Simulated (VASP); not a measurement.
# NaH: electric field gradients with PBE

Crystal: NaH.

```
Na H
1.0
     0.00000    2.47211    2.47211
     2.47211    0.00000    2.47211
     2.47211    2.47211    0.00000
Na H
1 1
Cartesian
  0.0000 0.0000 0.0000
  2.4721 2.4721 2.4721
```

```yaml
Program: VASP 6.6.1
Task: electric field gradients
Functional: PBE
Potentials_or_basis: VASP PAW PBE potentials, release 64 (Na_pv, H)
Cutoff: 520 eV
k_mesh: 9 × 9 × 9
Occupations: fermi-dirac, width 0.03 eV
Spin: no spin polarisation
Dipole_correction: no
Further_INCAR_settings: ALGO = Normal; EDIFF = 1e-08; NBANDS = 11
```

```json
{
  "Pressure": "-1.4 GPa",
  "Band gap on the k mesh": "3.94 eV (least direct gap 4.61 eV)",
  "Largest electric field gradient by atom": "zero within the noise of the run"
}
```

Levels at points of the mesh, in eV from the valence-band top:
```csv
k point,band 2,band 3,band 4,band 5,band 6,band 7
"(0.00, 0.00, 0.00)",-22.17,-22.17,-3.37,9.89,15.16,15.16
```

Wall time 22 s on 1 thread of AMD EPYC 7R13, on a shared host, peak memory 0.12 GiB.

Caveat: an odd mesh through Γ misses points on the zone boundary, where band edges can lie.
